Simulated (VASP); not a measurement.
A run of VASP 6.6.1 is set up as follows.

Contents of POSCAR:

```
TaRe3
1.0
    0.0000000000      3.7588140000      0.0000000000
    3.7588140000      0.0000000000      0.0000000000
    1.8794070000      1.8794070000     -4.1785150000
Ta Re
1 3
Direct
    0.5000000000      0.5000000000      0.0000000000
    0.0000000000      0.0000000000      0.0000000000
    0.7500000000      0.2500000000      0.5000000000
    0.2500000000      0.7500000000      0.5000000000
```

File INCAR.step1:

```
SYSTEM = TaRe3
PREC     = Accurate       ! precision mode
ENCUT    = 520            ! plane-wave cutoff, eV
ISMEAR   = 0              ! smearing method
SIGMA    = 0.2623         ! smearing width, eV
LREAL    = .FALSE.        ! projectors in reciprocal space
LASPH    = .TRUE.         ! aspherical terms in the spheres
NELM     = 60             ! most SCF steps
NBANDS   = 24             ! bands
GGA      = PE             ! functional
ALGO     = Normal         ! electronic algorithm
EDIFF    = 1E-4           ! SCF threshold, eV
LWAVE    = .TRUE.         ! write WAVECAR
LCHARG   = .FALSE.        ! write CHGCAR
```

The input INCAR.step2:

```
SYSTEM = TaRe3
PREC     = Accurate       ! precision mode
ENCUT    = 520            ! plane-wave cutoff, eV
EDIFF    = 1E-6           ! SCF threshold, eV
ISMEAR   = 0              ! smearing method
SIGMA    = 0.2623         ! smearing width, eV
LREAL    = .FALSE.        ! projectors in reciprocal space
LASPH    = .TRUE.         ! aspherical terms in the spheres
NELM     = 60             ! most SCF steps
ALGO     = Normal         ! electronic algorithm
ISIF     = 2              ! what is computed and relaxed
LWAVE    = .FALSE.        ! write WAVECAR
LCHARG   = .TRUE.         ! write CHGCAR
METAGGA  = R2SCAN         ! meta-GGA
LMIXTAU  = .TRUE.       
LELF     = .TRUE.         ! ELF
LVHAR    = .TRUE.       
NBANDS   = 24             ! bands
ISTART   = 1
```

KPOINTS

```
regular mesh
0
G
  10 10 10
  0 0 0
```

Potentials or basis: VASP PAW PBE potentials, release 64 (Ta_pv, Re).

The run is started by

```sh
$ cat potpaw_PBE.64/Ta_pv/POTCAR potpaw_PBE.64/Re/POTCAR > POTCAR
$ cp INCAR.step1 INCAR
$ mpirun -np 1 vasp_std > vasp.out
$ cp INCAR.step2 INCAR
$ mpirun -np 1 vasp_std > vasp.out
```

(1) What does it give for the pressure?

(2) What does it give for the band gap on the k mesh?

Answers

(1) 21.5 GPa.

(2) zero (bands 16 and 17 overlap by 2.74 eV).

Caveat: the stress differs along the axes, from 12 to 26 GPa; so wide a smearing shifts energies and pressures; the PAW data sets were made with another functional, which shifts forces and pressure a little; spin-orbit coupling is left out, which moves the levels of the heavy elements.
